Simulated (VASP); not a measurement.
Set up this calculation in VASP 6.6.1, as the native input.

| Item | Value |
| --- | --- |
| Task | single point |
| Functional | PBE |
| Potentials or basis | VASP PAW PBE potentials, release 64 (Ni) |
| Cutoff | 520 eV |
| k mesh | 14 × 14 × 14 |
| Occupations | gaussian, width 0.1 eV |
| Spin | collinear spin, ferromagnetic start |
| Starting moments | [1.43] μB |
| Fixed moment | 1.43 μB |
| Dipole correction | no |
| Further INCAR settings | ALGO = Normal; EDIFF = 1e-06; NBANDS = 15 |

The structure of Ni lies in POSCAR:

```
Ni
1.0
    0.0000000000      1.7677500000      1.7677500000
    1.7677500000      0.0000000000      1.7677500000
    1.7677500000      1.7677500000      0.0000000000
Ni
1
Direct
    0.0000000000      0.0000000000      0.0000000000
```

One way to write it, as run:

INCAR

```
SYSTEM = Ni
PREC = Accurate ; ENCUT = 520
EDIFF = 1E-6 ; ISMEAR = 0
SIGMA = 0.1 ; LREAL = .FALSE.
LASPH = .TRUE. ; NELM = 150
ALGO = Normal ; ISIF = 2
LWAVE = .FALSE. ; LCHARG = .TRUE.
ISPIN = 2 ; MAGMOM = 1.43
LORBIT = 11 ; NUPDOWN = 1.43
LMAXMIX = 4 ; GGA = PE
LELF = .TRUE. ; LVHAR = .TRUE.
NBANDS = 15
```

KPOINTS

```
regular mesh
0
G
  14 14 14
  0 0 0
```

Potentials or basis: VASP PAW PBE potentials, release 64 (Ni).

The run is started by

```console
$ cat potpaw_PBE.64/Ni/POTCAR > POTCAR
$ mpirun -np 1 vasp_std > vasp.out
```

It gave:

```yaml
Pressure: 7.1 GPa
Net_moment: 1.43 μB per cell
Site_moments: Ni +1.38 μB
Valence_electrons_inside_the_program's_atomic_spheres: Ni 9.25
```

Caveat: the total moment is fixed, so each spin has its own Fermi level.

Run time: 36 s on 1 thread of Intel(R) Xeon(R) Platinum 8259CL CPU @ 2.50GHz (Skylake/Cascade Lake), on a shared host, peak memory 0.15 GiB.
